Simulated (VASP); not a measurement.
A run of VASP 6.6.1:

INCAR

```
  PREC = Accurate
  ENCUT = 520
  EDIFF = 1E-7
  ISMEAR = 0
  SIGMA = 0.05
  LREAL = F
  LASPH = T
  NELM = 100
  ALGO = Normal
  ISIF = 2
  LWAVE = F
  LCHARG = T
  GGA = PS
  LELF = T
  LVHAR = T
  NBANDS = 11
```

The input KPOINTS:

```
Automatic mesh
0
Gamma
  10 10 10
```

POSCAR

```
MgO
1.0
    0.0000000000      2.1075959641      2.1075959641
    2.1075959641      0.0000000000      2.1075959641
    2.1075959641      2.1075959641      0.0000000000
Mg O
1 1
Direct
    0.0315450506      0.0315450506     -0.0315450506
    0.4520781014      0.4520781014      0.5479218986
```

Potentials or basis: VASP PAW PBE potentials, release 64 (Mg, O).

The run is started by

```console
$ cat potpaw_PBE.64/Mg/POTCAR potpaw_PBE.64/O/POTCAR > POTCAR
$ mpirun -np 1 vasp_std > vasp.out
```

Hardware: 1 thread of AMD EPYC 9R45 96-Core Processor (Zen 5), on a shared host.

**Question.** Estimate the wall time of this run.

**Answer.** It took 13 s on 1 thread of AMD EPYC 9R45 96-Core Processor (Zen 5) (shared host), peak memory 0.12 GiB. Counts: scf iterations 14, k points 102.
